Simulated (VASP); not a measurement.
Here is a VASP 6.6.1 calculation.

The input INCAR:

```
SYSTEM = C
PREC = Accurate
ENCUT = 520
EDIFF = 1E-6
ISMEAR = -1
SIGMA = 0.1
LREAL = .False.
LASPH = .True.
NELM = 80
ALGO = Normal
ISIF = 2
LWAVE = .False.
LCHARG = .True.
LELF = .True.
LVHAR = .True.
NBANDS = 8
```

Contents of KPOINTS:

```
regular mesh
0
Gamma
  22 22 22
  0 0 0
```

File POSCAR:

```
C
1.0
   -1.0232376365      1.0232376365      1.0232376365
    1.0232376365     -1.0232376365      1.0232376365
    1.0232376365      1.0232376365     -1.0232376365
C
1
Direct
    0.0000000000      0.0000000000      0.0000000000
```

Potentials or basis: VASP PAW LDA potentials, release 64 (C).

Launch:

```console
$ cat potpaw_LDA.64/C/POTCAR > POTCAR
$ mpirun -np 1 vasp_std > vasp.out
```

Task: Predict the band gap on the k mesh.

Result: Zero (band 2 reaches 29.77 eV, above the bottom of band 3 at 11.54 eV).

Task: Predict the pressure.

Result: 185.6 GPa.
